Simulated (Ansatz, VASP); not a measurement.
# Two plane-wave programs on HfN

```
Hf N
1.0
     3.85671    0.00000    0.00000
     0.00000    3.85671    0.00000
     0.00000    0.00000    4.81847
Hf N
2 2
Direct
  0.50000 0.00000 0.17687
  0.00000 0.50000 0.82313
  0.00000 0.00000 0.00000
  0.50000 0.50000 0.00000
```

Alike in both runs: task single point; functional LDA; k mesh 15 × 15 × 12; occupations gaussian, width 0.05 eV; no spin polarisation.

|  | VASP | Ansatz |
| --- | --- | --- |
| version | VASP 6.6.1 | Ansatz 0.2.0 |
| potentials or method | VASP PAW LDA potentials, release 64 (Hf_pv, N), cutoff 520 eV | scalar-relativistic, plane waves, PAW |
| valence electrons in the cell | 30 | 62 |

|  | VASP | Ansatz | Ansatz less VASP |
| --- | --- | --- | --- |
| gap on the k mesh at the Fermi level (eV) | none | none | - |
| pressure (GPa) | -8.7 | -7.9 | +0.79 |
| traceless stress, the component that is largest in VASP (GPa) | 2.83 | 2.49 | -0.336 |
| rms of the force components (eV/Å) | 0.366 | 0.318 | -0.0480 |

LDA's correlation is that of Perdew and Zunger in VASP and of Perdew and Wang (1992) in Ansatz. Atom by atom the forces differ by 0.048 eV/Å (rms over components). A gap of «none» marks a metal or a gap that the smearing closes. VASP's potentials hold 30 valence electrons a cell and Ansatz's 62, so a difference there can come from the potentials and not from the codes.

Neither program's run includes spin-orbit coupling.
